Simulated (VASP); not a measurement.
Here is a VASP 6.6.1 calculation.

INCAR

```
SYSTEM = BAs
ALGO     = Normal         ! electronic algorithm
EDIFF    = 1E-6           ! SCF threshold, eV
ENCUT    = 520            ! plane-wave cutoff, eV
GGA      = RP             ! functional
ISIF     = 2              ! what is computed and relaxed
ISMEAR   = -1             ! smearing method
LASPH    = .True.         ! aspherical terms in the spheres
LCHARG   = .True.         ! write CHGCAR
LELF     = .True.         ! ELF
LREAL    = .False.        ! projectors in reciprocal space
LVHAR    = .True.       
LWAVE    = .False.        ! write WAVECAR
NBANDS   = 11             ! bands
NELM     = 80             ! most SCF steps
PREC     = Accurate       ! precision mode
SIGMA    = 0.05           ! smearing width, eV
```

KPOINTS

```
k-points
0
Gamma
  10 10 10
  0 0 0
```

POSCAR

```
BAs
1.0
    0.0000000000      2.3724693156      2.3724693156
    2.3724693156      0.0000000000      2.3724693156
    2.3724693156      2.3724693156      0.0000000000
As B
1 1
Direct
    0.7500000000      0.7500000000      0.7500000000
    0.0000000000      0.0000000000      0.0000000000
```

Potentials or basis: VASP PAW PBE potentials, release 64 (As, B).

The run is started by

```bash
$ cat potpaw_PBE.64/As/POTCAR potpaw_PBE.64/B/POTCAR > POTCAR
$ mpirun -np 1 vasp_std > vasp.out
```

Question: What does it give for the pressure?

Answer: 9.1 GPa.

Question: Predict the band gap on the k mesh.

Answer: 1.18 eV, indirect (least direct gap 3.30 eV).

Caveat: the PAW data sets were made with another functional, which shifts forces and pressure a little. A k mesh can miss the band edges.
